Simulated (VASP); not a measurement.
Set up this calculation in VASP 6.6.1, as the native input.

- Task: relaxation of cell and atoms
- Functional: BLYP
- Dispersion: D4
- Potentials or basis: VASP PAW PBE potentials, release 64 (Cl, Na_pv)
- Cutoff: 600 eV
- k mesh: 8 × 8 × 8
- Occupations: fermi-dirac, width 0.05 eV
- Spin: no spin polarisation
- Dipole correction: no
- Further INCAR settings: ALGO = Normal; EDIFF = 1e-06; IBRION = 2; EDIFFG = -0.02; NSW = 80; ISIF = 3

The structure of NaCl lies in POSCAR:

```
NaCl
1.0
    3.5021900000      0.0000000000      0.0000000000
    0.0000000000      3.5021900000      0.0000000000
    0.0000000000      0.0000000000      3.5021900000
Cl Na
1 1
Direct
    0.5000000000      0.5000000000      0.5000000000
    0.0000000000      0.0000000000      0.0000000000
```

One way to write it, as run:

INCAR

```
AGGAC    = 1.0          
AGGAX    = 1.0          
ALDAC    = 0.0          
ALDAX    = 1.0          
ALGO     = Normal         # electronic algorithm
EDIFF    = 1E-6           # SCF threshold, eV
EDIFFG   = -0.02          # ionic threshold
ENCUT    = 600            # plane-wave cutoff, eV
GGA      = B5             # functional
IBRION   = 2              # ionic algorithm
ISIF     = 3              # what is computed and relaxed
ISMEAR   = -1             # smearing method
IVDW     = 13             # dispersion correction
LASPH    = True           # aspherical terms in the spheres
LCHARG   = False          # write CHGCAR
LREAL    = False          # projectors in reciprocal space
LWAVE    = False          # write WAVECAR
NELM     = 60             # most SCF steps
NSW      = 80             # ionic steps
PREC     = Accurate       # precision mode
SIGMA    = 0.05           # smearing width, eV
VDW_A1   = 0.44488865   
VDW_A2   = 4.0933009    
VDW_S6   = 1.0          
VDW_S8   = 2.34076671
```

KPOINTS

```
k-points
0
Gamma
  8 8 8
```

Potentials or basis: VASP PAW PBE potentials, release 64 (Cl, Na_pv).

Command:

```console
$ cat potpaw_PBE.64/Cl/POTCAR potpaw_PBE.64/Na_pv/POTCAR > POTCAR
$ mpirun -np 1 vasp_std > vasp.out
```

It gave:

The relaxed volume is 21.34 Å³/atom, the relaxed cell is a = 3.495 Å, b = 3.495 Å, c = 3.495 Å, α = 90.00°, β = 90.00°, γ = 90.00° and the space group after relaxing (to 0.1 Å) is Pm-3m (No. 221). The energy gained by relaxing is 0.2 meV/atom. The ionic steps are 2, the pressure after relaxing is -0.1 GPa and the band gap on the k mesh is 4.07 eV (least direct gap 4.56 eV). The dispersion energy per atom is -0.189 eV.

Caveat: the PAW data sets were made with another functional, which shifts forces and pressure a little.

Wall time 36 s on 1 thread of AMD EPYC 7R13, with other jobs on the host, peak memory 0.13 GiB.
